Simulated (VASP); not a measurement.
CdF2: single point with r2SCAN

CdF2:

```
CELL_PARAMETERS angstrom
0.00000 2.74684 2.74684
2.74684 0.00000 2.74684
2.74684 2.74684 0.00000
ATOMIC_POSITIONS crystal
Cd 0.00000 0.00000 0.00000
F 0.75000 0.75000 0.75000
F 0.25000 0.25000 0.25000
```

* Program: VASP 6.6.1
* Task: single point
* Functional: r2SCAN
* Potentials or basis: VASP PAW PBE potentials, release 64 (Cd, F)
* Cutoff: 520 eV
* k mesh: 9 × 9 × 9
* Occupations: fermi-dirac, width 0.05 eV
* Spin: no spin polarisation
* Dipole correction: no
* Further INCAR settings: ALGO = Normal; EDIFF = 1e-06; NBANDS = 20

```yaml
Pressure: -5.0 GPa
Band_gap_on_the_k_mesh: 3.57 eV, indirect (least direct gap 4.11 eV)
```

Levels at points of the mesh, in eV from the valence-band top:
| k point | band 11 | band 12 | band 13 | band 14 | band 15 | band 16 |
| --- | --- | --- | --- | --- | --- | --- |
| (0.00, 0.00, 0.00) | -0.55 | -0.55 | -0.55 | 3.57 | 13.33 | 13.33 |

Wall time 2.9 min on 1 thread of AMD EPYC 7R43 64-Core Processor (Zen 3), on a shared host, peak memory 0.15 GiB.

Caveat: the PAW data sets were made with another functional, which shifts forces and pressure a little. A k mesh can miss the band edges.
